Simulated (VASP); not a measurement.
# Si2Mo (I4/mmm) in VASP: a series of runs

Runs on Si2Mo. Level: PBEsol. Tasks: single point.

All numbers are computed with VASP 6.6.1; they aren't measurements. Logs are shortened: lines on timing, memory, paths and dates and some standing lists are left out, and cuts for length are marked.

**1. The cell of the first run**

Symmetry: I4/mmm, No. 139, tetragonal system. Conventional cell: a = 3.200 Å, b = 3.200 Å, c = 7.861 Å, α = 90.00°, β = 90.00°, γ = 90.00°. Within 3.5 Å of Mo (site symmetry 4/mmm) lie 10 Si at 2.62 Å and 4 Mo at 3.20 Å. Within 3.4 Å of Si (site symmetry 4mm) lie 9 Si at 2.61 to 3.20 Å and 5 Mo at 2.62 Å.

**2. Single point, PBEsol, collinear spin (13.42 Å³/atom)**

Input file INCAR:

```
ALGO     = Fast           # electronic algorithm
EDIFF    = 1E-6           # SCF threshold, eV
ENCUT    = 520            # plane-wave cutoff, eV
GGA      = PS             # functional
ISIF     = 2              # what is computed and relaxed
ISMEAR   = 0              # smearing method
ISPIN    = 2              # spin polarisation
LASPH    = T              # aspherical terms in the spheres
LCHARG   = T              # write CHGCAR
LELF     = T              # ELF
LMAXMIX  = 4              # l up to which the mixer works
LORBIT   = 11             # projections on sites
LREAL    = F              # projectors in reciprocal space
LVHAR    = T            
LWAVE    = F              # write WAVECAR
MAGMOM   = 1 0 0          # initial moments
NBANDS   = 22             # bands
NELM     = 150            # most SCF steps
NUPDOWN  = 1.0            # fixed moment
PREC     = Accurate       # precision mode
SIGMA    = 0.15           # smearing width, eV
```

Input file KPOINTS:

```
k-points
0
Gamma
  12 12 12
```

Input file POSCAR:

```
Si2Mo
1.0
   -1.6000000000      1.6000000000      3.9305000000
    1.6000000000     -1.6000000000      3.9305000000
    1.6000000000      1.6000000000     -3.9305000000
Mo Si
1 2
Direct
    0.0000000000      0.0000000000      0.0000000000
    0.6670000000      0.6670000000      0.0000000000
    0.3330000000      0.3330000000      0.0000000000
```

Potentials or basis: VASP PAW PBE potentials, release 64 (Mo_sv, Si).

The run is started by

```bash
$ cat potpaw_PBE.64/Mo_sv/POTCAR potpaw_PBE.64/Si/POTCAR > POTCAR
$ mpirun -np 1 vasp_std > vasp.out
```

OUTCAR:

```text
EDIFF = 1E-6
   ENCUT = 520
   GGA = PS
   ISIF = 2
   ISMEAR = 0
   ISPIN = 2
   LASPH = T
   LORBIT = 11
   LREAL = F
   NELM = 150
   NUPDOWN = 1.0
   PREC = Accurate

 ion  position               nearest neighbor table
   1  0.000  0.000  0.000-   2 2.62   3 2.62   2 2.62   3 2.62   2 2.62   3 2.62   3 2.62   2 2.62
                             2 2.62   3 2.62
   2  0.667  0.667  0.000-   3 2.61   3 2.61   3 2.61   3 2.61   1 2.62   1 2.62   1 2.62   1 2.62
                             1 2.62   3 2.63
   3  0.333  0.333  0.000-   2 2.61   2 2.61   2 2.61   2 2.61   1 2.62   1 2.62   1 2.62   1 2.62
                             1 2.62   2 2.63

  LATTYP: Found a body centered tetragonal cell.
 ALAT       =     3.2000000000
 C/A-ratio  =     2.4565625000

  Lattice vectors:

 A1 = (  -1.6000000000,   1.6000000000,   3.9305000000)
 A2 = (   1.6000000000,  -1.6000000000,   3.9305000000)
 A3 = (   1.6000000000,   1.6000000000,  -3.9305000000)

Analysis of symmetry for initial positions (statically):
=====================================================================
 Subroutine PRICEL returns:
 Original cell was already a primitive cell.

 Routine SETGRP: Setting up the symmetry group for a
 body centered tetragonal supercell.

 Subroutine GETGRP returns: Found 16 space group operations
 (whereof 16 operations were pure point group operations)
 out of a pool of 16 trial point group operations.

The static configuration has the point symmetry D_4h.

Analysis of symmetry for dynamics (positions and initial velocities):
=====================================================================
 Subroutine PRICEL returns:
 Original cell was already a primitive cell.

 Routine SETGRP: Setting up the symmetry group for a
 body centered tetragonal supercell.

 Subroutine GETGRP returns: Found 16 space group operations
 (whereof 16 operations were pure point group operations)
 out of a pool of 16 trial point group operations.

The dynamic configuration has the point symmetry D_4h.

Analysis of structural, dynamic, and magnetic symmetry:
=====================================================================
 Subroutine PRICEL returns:
 Original cell was already a primitive cell.

 Routine SETGRP: Setting up the symmetry group for a
 body centered tetragonal supercell.

 Subroutine GETGRP returns: Found 16 space group operations
 (whereof 16 operations were pure point group operations)
 out of a pool of 16 trial point group operations.

The overall configuration has the point symmetry D_4h.

 Subroutine INISYM returns: Found 16 space group operations
 (whereof 16 operations are pure point group operations),
 and found     1 'primitive' translations

----------------------------------------------------------------------------------------

                                     Primitive cell

  volume of cell :      40.2483

  direct lattice vectors                    reciprocal lattice vectors
    -1.600000000  1.600000000  3.930500000     0.000000000  0.312500000  0.127210279
     1.600000000 -1.600000000  3.930500000     0.312500000  0.000000000  0.127210279
     1.600000000  1.600000000 -3.930500000     0.312500000  0.312500000  0.000000000

  length of vectors
     4.535287229  4.535287229  4.535287229     0.337399918  0.337399918  0.441941738

  position of ions in fractional coordinates (direct lattice)
     0.000000000  0.000000000  0.000000000
     0.667000000  0.667000000  0.000000000
     0.333000000  0.333000000  0.000000000

  ion indices of the primitive-cell ions
   primitive index   ion index
                 1           1
                 2           2
                 3           3

----------------------------------------------------------------------------------------

 KPOINTS: k-points

Automatic generation of k-mesh.
 Grid dimensions read from file:
 generate k-points for:   12   12   12

 Generating k-lattice:

  Cartesian coordinates                     Fractional coordinates (reciprocal lattice)
     0.000000000  0.026041667  0.010600857     0.083333333  0.000000000 -0.000000000
     0.026041667  0.000000000  0.010600857     0.000000000  0.083333333 -0.000000000
     0.026041667  0.026041667  0.000000000     0.000000000  0.000000000  0.083333333

  Length of vectors
     0.028116660  0.028116660  0.036828478

  Shift w.r.t. Gamma in fractional coordinates (k-lattice)
     0.000000000  0.000000000  0.000000000

 Subroutine IBZKPT returns following result:
 ===========================================

 Found    163 irreducible k-points:

 Following reciprocal coordinates:
            Coordinates               Weight
  0.000000  0.000000  0.000000      1.000000
  0.083333 -0.000000  0.000000      8.000000
  0.166667 -0.000000  0.000000      8.000000
  0.250000 -0.000000  0.000000      8.000000
  0.333333 -0.000000  0.000000      8.000000
  0.416667  0.000000  0.000000      8.000000
[... 16 lines left out ...]
  0.500000  0.166667  0.000000     16.000000
 -0.416667  0.166667  0.000000     16.000000
 [... further k-points ...]
   k-points           NKPTS =    163   k-points in BZ     NKDIM =    163   number of bands    NBANDS=     22
   number of dos      NEDOS =    301   number of ions     NIONS =      3
   total plane-waves  NPLWV =  46656
   dimension x,y,z NGX =    36 NGY =   36 NGZ =   36
   dimension x,y,z NGXF=    72 NGYF=   72 NGZF=   72
   ions per type =               1   2
   NGX,Y,Z   is equivalent  to a cutoff of  13.20, 13.20, 13.20 a.u.
   NGXF,Y,Z  is equivalent  to a cutoff of  26.39, 26.39, 26.39 a.u.
 SYSTEM =  unknown system
   PREC   = accura    normal or accurate (medium, high low for compatibility)
   ISTART =      0    job   : 0-new  1-cont  2-samecut
   ICHARG =      2    charge: 1-file 2-atom 10-const
   ISPIN  =      2    spin polarized calculation?
   LNONCOLLINEAR =      F non collinear calculations
   LSORBIT =      F    spin-orbit coupling
   LASPH  =      T    aspherical Exc in radial PAW
   ENCUT  =  520.0 eV  38.22 Ry    6.18 a.u.   8.43  8.43  8.43*2*pi/ulx,y,z
   NELM   =    150;   NELMIN=  2; NELMDL= -5     # of ELM steps
   EDIFF  = 0.1E-05   stopping-criterion for ELM
   LREAL  =      F    real-space projection
   EDIFFG = 0.1E-04   stopping-criterion for IOM
   NSW    =      0    number of steps for IOM
   IBRION =     -1    ionic relax: 0-MD 1-quasi-New 2-CG
   NFREE  =      0    steps in history (QN), initial steepest desc. (CG)
   ISIF   =      2    stress and relaxation
   ISYM   =      2    0-nonsym 1-usesym 2-fastsym
   POTIM  = 0.5000    time-step for ionic-motion
   TEBEG  =    0.0;   TEEND  =   0.0 temperature during run
   PSTRESS=    0.0 pullay stress
   NELECT =      22.0000    total number of electrons
   NUPDOWN=       1.0000    fix difference up-down
   EMIN   =  10.00;   EMAX   =-10.00  energy-range for DOS
   EFERMI =   0.00;   METHOD = LEGACY
   ISMEAR =     0;   SIGMA  =   0.15  broadening in eV -4-tet -1-fermi 0-gaus
   EFERMI_NEDOS =   21; number of points for ismear=-14 and -15
   IALGO  =     68    algorithm
   IMIX   =      4    mixing-type and parameters
     AMIX     =   0.40;   BMIX     =  1.00
     AMIX_MAG =   1.60;   BMIX_MAG =  1.00
  volume/ion in A,a.u.               =      13.42        90.54
  Fermi-wavevector in a.u.,A,eV,Ry     =   1.338546  2.529484 24.377614  1.791704
  Thomas-Fermi vector in A             =   2.467007
   LORBIT       =     11    0 simple, 1 ext, 2 COOP (PROOUT), +10 PAW based schemes
   GGA     = PS    functional components
   LHFCALC =     F    Hartree Fock is set to
   AEXX    =    0.0000 exact exchange contribution
   IVDW    =     0    specifies the selected vdW correction
   LEPSILON=     F    determine dielectric tensor
   LRPA    =     F    only Hartree local field effects (RPA)
 spin polarized calculation
 RMM-DIIS sequential band-by-band and
 Gauss-broadening in eV      SIGMA  =   0.15
  energy-cutoff  :      520.00
  volume of cell :       40.25
 maximum number of plane-waves:      1112
 NGX is ok and might be reduce to    36
   NGX = 17   NGY = 17   NGZ = 17

 number of electron      22.0000000 magnetization       1.0000000

 Free energy of the ion-electron system (eV)
  ---------------------------------------------------
  ext. energy  EPLUGINS =         0.00000000
  ---------------------------------------------------
  free energy    TOTEN  =       -24.36209964 eV

  energy without entropy =      -24.34796950  energy(sigma->0) =      -24.35503457

 E-fermi :  11.0434     XC(G=0): -12.5090

 val. band max:       13.3393199626   @ k =  -0.0833  -0.3333   0.0833
 cond. band min:      11.0459290150   @ k =  -0.4167   0.4167   0.4167
 fundamental gap:     -2.2933909476
 Fermi energy:        13.3532226782

 spin component 1

 k-point     1 :       0.0000    0.0000    0.0000
  band No.  band energies     occupation
      1     -48.7345      1.00000
      2     -22.9804      1.00000
      3     -22.8319      1.00000
      4     -22.8319      1.00000
      5      -1.3430      1.00000
      6       5.7145      1.00000
[... 14 lines left out ...]
     21      25.6605      0.00000
     22      26.9959      0.00000

 k-point     2 :       0.0833   -0.0000    0.0000
  band No.  band energies     occupation
      1     -48.7332      1.00000
      2     -22.9791      1.00000
      3     -22.8494      1.00000
      4     -22.8303      1.00000
      5      -1.2167      1.00000
      6       5.7244      1.00000
[... 14 lines left out ...]
     21      25.1710      0.00000
     22      26.3419      0.00000
[... 523 lines left out ...]
     21      24.0697      0.00000
     22      26.4328      0.00000

 k-point    24 :      -0.4167    0.1667    0.0000
  band No.  band energies     occupation
      1     -48.7127      1.00000
      2     -23.0613      1.00000
      3     -22.9538      1.00000
      4     -22.8705      1.00000
      5       1.6011      1.00000
      6       4.0876      1.00000
[... 14 lines left out ...]
     21      24.8375      0.00000
     22      26.1585      0.00000

 [... further k-points ...]

 spin component 2

 k-point     1 :       0.0000    0.0000    0.0000
  band No.  band energies     occupation
      1     -48.3145      1.00000
      2     -22.5306      1.00000
      3     -22.3677      1.00000
      4     -22.3677      1.00000
      5      -1.1591      1.00000
      6       5.9364      1.00000
[... 14 lines left out ...]
     21      25.9330      0.00000
     22      27.2045      0.00000

 k-point     2 :       0.0833   -0.0000    0.0000
  band No.  band energies     occupation
      1     -48.3132      1.00000
      2     -22.5293      1.00000
      3     -22.3854      1.00000
      4     -22.3661      1.00000
      5      -1.0329      1.00000
      6       5.9432      1.00000
[... 14 lines left out ...]
     21      25.3824      0.00000
     22      26.5206      0.00000
[... 523 lines left out ...]
     21      24.3049      0.00000
     22      26.6107      0.00000

 k-point    24 :      -0.4167    0.1667    0.0000
  band No.  band energies     occupation
      1     -48.2927      1.00000
      2     -22.5994      1.00000
      3     -22.5038      1.00000
      4     -22.4067      1.00000
      5       1.7857      1.00000
      6       4.3041      1.00000
[... 14 lines left out ...]
     21      25.0582      0.00000
     22      26.3728      0.00000

 [... further k-points ...]

------------------------ aborting loop because EDIFF is reached ----------------------------------------

  FORCE on cell =-STRESS in cart. coord.  units (eV):
  Direction    XX          YY          ZZ          XY          YZ          ZX
  --------------------------------------------------------------------------------------
  -------------------------------------------------------------------------------------
  Total        0.1616430      0.1616430      1.7354178      0.0000000      0.0000000     -0.0000000
  in kB        6.4345725      6.4345725     69.0823124      0.0000000      0.0000000     -0.0000000
  external PRESSURE =      27.3171525 kB  Pullay stress =       0.0000000 kB

 VOLUME and BASIS-vectors are now :
 -----------------------------------------------------------------------------
  energy-cutoff  :      520.00
  volume of cell :       40.25
      direct lattice vectors                 reciprocal lattice vectors
    -1.600000000  1.600000000  3.930500000     0.000000000  0.312500000  0.127210279
     1.600000000 -1.600000000  3.930500000     0.312500000  0.000000000  0.127210279
     1.600000000  1.600000000 -3.930500000     0.312500000  0.312500000  0.000000000

 POSITION                                       TOTAL-FORCE (eV/Angst)
 -----------------------------------------------------------------------------------
      0.00000      0.00000      0.00000        -0.000000     -0.000000     -0.000000
      0.00000      0.00000      5.24329         0.000000      0.000000      0.105498
      0.00000      0.00000      2.61771        -0.000000     -0.000000     -0.105498
 -----------------------------------------------------------------------------------
    total drift:                                0.000000      0.000000     -0.000000

  FREE ENERGIE OF THE ION-ELECTRON SYSTEM (eV)
  ---------------------------------------------------
  free  energy   TOTEN  =       -24.3620996423 eV

  energy  without entropy=      -24.3479694961  energy(sigma->0) =      -24.35503457

 total charge

# of ion       s       p       d       tot
------------------------------------------
    1        2.289   6.209   4.153  12.651
    2        0.753   0.880   0.000   1.633
    3        0.753   0.880   0.000   1.633
--------------------------------------------------
tot          3.795   7.969   4.153  15.917

 magnetization (x)

# of ion       s       p       d       tot
------------------------------------------
    1        0.004   0.010   0.657   0.670
    2        0.016   0.036   0.000   0.052
    3        0.016   0.036   0.000   0.052
--------------------------------------------------
tot          0.035   0.082   0.657   0.774
```

It took 10 min on 1 thread of Oxide Virtual Turin-like, shared host; peak memory 0.36 GiB.

Results:

```yaml
Free_energy: -24.3621 eV
Pressure: 2.7 GPa
Largest_force: 0.105 eV/Å
Net_moment: 1.00 μB per cell
Site_moments: Mo +0.67; Si +0.05 μB
Valence_electrons_inside_the_program's_atomic_spheres: Mo 12.65; Si 1.63
```

Forces in eV/Å, atoms in the order of the input:
```
Mo   0.000  0.000  0.000
Si   0.000  0.000  0.105
Si   0.000  0.000 -0.105
```

Caveat: the stress differs along the axes, from 1 to 7 GPa; the PAW data sets were made with another functional, which shifts forces and pressure a little; the total moment is fixed, so each spin has its own Fermi level and the state may be an excited one.

**3. Single point, PBEsol, collinear spin (13.68 Å³/atom)**

This run uses another cell than the first one, of 13.68 Å³/atom.

Input file INCAR:

```
ALGO = Normal ; EDIFF = 1E-6
ENCUT = 520 ; GGA = PS
ISIF = 2 ; ISMEAR = 0
ISPIN = 2 ; LASPH = T
LCHARG = F ; LMAXMIX = 4
LORBIT = 11 ; LREAL = F
LWAVE = F ; MAGMOM = 1 0 0
NBANDS = 22 ; NELM = 150
NUPDOWN = 1.0 ; PREC = Accurate
SIGMA = 0.15
```

KPOINTS is that of step 2.

Input file POSCAR:

```
Si2Mo
1.0
   -1.6105963353      1.6105963353      3.9565305599
    1.6105963353     -1.6105963353      3.9565305599
    1.6105963353      1.6105963353     -3.9565305599
Mo Si
1 2
Direct
    0.0000000000      0.0000000000      0.0000000000
    0.6670000000      0.6670000000      0.0000000000
    0.3330000000      0.3330000000      0.0000000000
```

Potentials or basis: VASP PAW PBE potentials, release 64 (Mo_sv, Si).

The run is started by

```bash
$ cat potpaw_PBE.64/Mo_sv/POTCAR potpaw_PBE.64/Si/POTCAR > POTCAR
$ mpirun -np 1 vasp_std > vasp.out
```

It took 13 min on 1 thread of Oxide Virtual Turin-like, shared host; peak memory 0.36 GiB.

The run converged. Its results:

| Item | Value |
| --- | --- |
| Free energy | -24.3654 eV |
| Pressure | -1.4 GPa |
| Largest force | 0.063 eV/Å |
| Net moment | 1.00 μB per cell |
| Site moments | Mo +0.68; Si +0.05 μB |
| Valence electrons inside the program's atomic spheres | Mo 12.60; Si 1.62 |

Forces on the atoms (eV/Å):
```
Mo   0.000  0.000  0.000
Si   0.000  0.000  0.063
Si   0.000  0.000 -0.063
```

Stress tensor (GPa, compression positive):
```
-3.24  0.00  0.00
 0.00 -3.24  0.00
 0.00  0.00  2.23
```

Caveat: the stress differs along the axes, from -3 to 2 GPa; the PAW data sets were made with another functional, which shifts forces and pressure a little; the total moment is fixed, so each spin has its own Fermi level and the state may be an excited one.

**4. Single point, PBEsol, collinear spin (13.95 Å³/atom)**

This run uses another cell than the first one, of 13.95 Å³/atom.

Input file INCAR:

```
  ALGO = Normal
  EDIFF = 1E-7
  ENCUT = 520
  GGA = PS
  ISIF = 2
  ISMEAR = 0
  ISPIN = 2
  LASPH = T
  LCHARG = T
  LELF = T
  LMAXMIX = 4
  LORBIT = 11
  LREAL = F
  LVHAR = T
  LWAVE = F
  MAGMOM = 1 0 0
  NBANDS = 22
  NELM = 150
  NUPDOWN = 1.0
  PREC = Accurate
  SIGMA = 0.15
```

KPOINTS is that of step 3.

Input file POSCAR:

```
Si2Mo
1.0
   -1.6210550461      1.6210550461      3.9822230367
    1.6210550461     -1.6210550461      3.9822230367
    1.6210550461      1.6210550461     -3.9822230367
Mo Si
1 2
Direct
    0.0000000000      0.0000000000      0.0000000000
    0.6670000000      0.6670000000      0.0000000000
    0.3330000000      0.3330000000      0.0000000000
```

The run is started by

```bash
$ cat potpaw_PBE.64/Mo_sv/POTCAR potpaw_PBE.64/Si/POTCAR > POTCAR
$ mpirun -np 1 vasp_std > vasp.out
```

Run time: 14 min. Hardware: 1 thread of Oxide Virtual Turin-like, shared host; peak memory 0.36 GiB.

It converged, with:

* Free energy: -24.3489 eV
* Pressure: -5.2 GPa
* Largest force: 0.022 eV/Å
* Net moment: 1.00 μB per cell
* Site moments: Mo +0.68; Si +0.05 μB
* Valence electrons inside the program's atomic spheres: Mo 12.56; Si 1.61

Forces in eV/Å, atoms in the order of the input:
```
Mo   0.000  0.000  0.000
Si   0.000  0.000  0.022
Si   0.000  0.000 -0.022
```

Stress tensor (GPa, compression positive):
```
-6.76  0.00  0.00
 0.00 -6.76  0.00
 0.00  0.00 -2.00
```

Caveat: the cell stands under tension; the PAW data sets were made with another functional, which shifts forces and pressure a little; the total moment is fixed, so each spin has its own Fermi level and the state may be an excited one.

**5. Summary**

```tsv
cell	pressure (GPa)	moment (μB)	largest force (eV/Å)
a = 4.535 Å, angles 138.7, 138.7, 59.9°, 3 atoms	2.7	1.00	0.11
a = 4.565 Å, angles 138.7, 138.7, 59.9°, 3 atoms	-1.4	1.00	0.06
a = 4.595 Å, angles 138.7, 138.7, 59.9°, 3 atoms	-5.2	1.00	0.02
```

Alike in all rows: task single point; level PBEsol; potentials or basis VASP PAW PBE potentials, release 64 (Mo_sv, Si); spin collinear; fixed moment (μB) 1.0; k mesh 12 × 12 × 12; cutoff (eV) 520; smearing gaussian 0.15 eV.

Caveats: the PAW data sets were made with another functional, which shifts forces and pressure a little; the total moment is fixed, so each spin has its own Fermi level and the state may be an excited one; the stress differs along the axes, from 1 to 7 GPa (at least some runs); the stress differs along the axes, from -3 to 2 GPa (at least some runs); the cell stands under tension (at least some runs).

Total energies depend on the potentials used, so only differences within one code and one set of settings carry meaning.
